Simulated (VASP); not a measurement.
Set up this calculation in VASP 6.6.1, as the native input.

| Property | Result |
| --- | --- |
| Task | single point |
| Functional | PBE |
| Potentials or basis | VASP PAW PBE potentials, release 64 (Pr_3, B), 4f in core |
| Cutoff | 500 eV |
| k mesh | 6 × 6 × 2 |
| Occupations | gaussian, width 0.2 eV |
| Spin | no spin polarisation |
| Dipole correction | no |
| Mended | yes |
| Further INCAR settings | ALGO = Normal; EDIFF = 1e-06; NBANDS = 34 |

The structure of Pr2B lies in POSCAR:

```
Pr2B
1.0
    3.6066647968      0.3365026188      0.3031182968
   -1.5235148416      3.2868403159     -0.2994287999
    1.0467687533     -0.6191664280     13.7145386306
Pr B
4 2
Direct
    0.3127254625      0.6886525663      0.1149239559
    0.3084717505      0.6903639086      0.6149327894
    0.6874089142      0.3112638746      0.3850448168
    0.6916808350      0.3096155935      0.8850855558
    0.0025563246     -0.0012966805     -0.0000637500
   -0.0028432869      0.0014007375      0.5000766323
```

These files were run (other wordings do the same):

INCAR

```
SYSTEM = Pr2B
PREC     = Accurate       ! precision mode
ENCUT    = 500            ! plane-wave cutoff, eV
EDIFF    = 1E-6           ! SCF threshold, eV
ISMEAR   = 0              ! smearing method
SIGMA    = 0.2            ! smearing width, eV
LREAL    = .FALSE.        ! projectors in reciprocal space
LASPH    = .TRUE.         ! aspherical terms in the spheres
NELM     = 200            ! most SCF steps
ALGO     = Normal         ! electronic algorithm
ISIF     = 2              ! what is computed and relaxed
LWAVE    = .FALSE.        ! write WAVECAR
LCHARG   = .TRUE.         ! write CHGCAR
GGA      = PE             ! functional
LELF     = .TRUE.         ! ELF
LVHAR    = .TRUE.       
NBANDS   = 34             ! bands
GGA_COMPAT= .FALSE.      
LMAXMIX  = 6              ! l up to which the mixer works
```

KPOINTS

```
Automatic mesh
0
G
  6 6 2
  0 0 0
```

Potentials or basis: VASP PAW PBE potentials, release 64 (Pr_3, B), 4f in core.

Command:

```sh
$ cat potpaw_PBE.64/Pr_3/POTCAR potpaw_PBE.64/B/POTCAR > POTCAR
$ mpirun -np 1 vasp_std > vasp.out
```

It gave:

```json
{"Pressure": "0.1 GPa", "Largest force": "0.006 eV/Å", "Band gap on the k mesh": "zero (bands 25 and 26 overlap by 1.11 eV)"}
```

Caveat: spin-orbit coupling is left out, which moves the levels of the heavy elements; the 4f electrons are frozen in the core, so they carry no moment and show no levels.

Run time: 2.4 min on 1 thread of Intel(R) Xeon(R) 6975P-C (Granite Rapids), with other jobs on the host, peak memory 0.35 GiB.
